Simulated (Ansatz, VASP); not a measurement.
## One calculation of NiGe3, two programs

```xyz
4
Lattice="4.3558 0.0000 0.0000 0.0000 4.3558 0.0000 0.0000 0.0000 4.3558" Properties=species:S:1:pos:R:3 pbc="T T T"
Ni    2.1779    2.1779    2.1779
Ge    2.1779    0.0000    0.0000
Ge    0.0000    2.1779    0.0000
Ge    0.0000    0.0000    2.1779
```

Alike in both runs: task single point; functional PBE; k mesh 4 × 4 × 4; occupations gaussian, width 0.1 eV; collinear spin.

|  | VASP | Ansatz |
| --- | --- | --- |
| version | VASP 6.6.1 | Ansatz 0.2.0 |
| potentials or method | VASP PAW PBE potentials, release 64 (Ni, Ge_d), cutoff 520 eV | scalar-relativistic, plane waves, PAW |
| valence electrons in the cell | 52 | 60 |

|  | VASP | Ansatz | Ansatz less VASP |
| --- | --- | --- | --- |
| gap on the k mesh at the Fermi level (eV) | none | none | - |
| pressure (GPa) | -11.9 | -11.9 | -0.04 |
| net moment per atom (μB) | 0.06 | 0.06 | +0.003 |
| size of the moment on the site where the two differ most (μB) | 0.17 | 0.18 | +0.011 |

Site moments also hang on the region over which each program counts them. A gap of «none» marks a metal or a gap that the smearing closes. VASP's potentials hold 52 valence electrons a cell and Ansatz's 60, so a difference there can come from the potentials and not from the codes.

The k mesh is coarse, so the values compare programs but aren't converged.
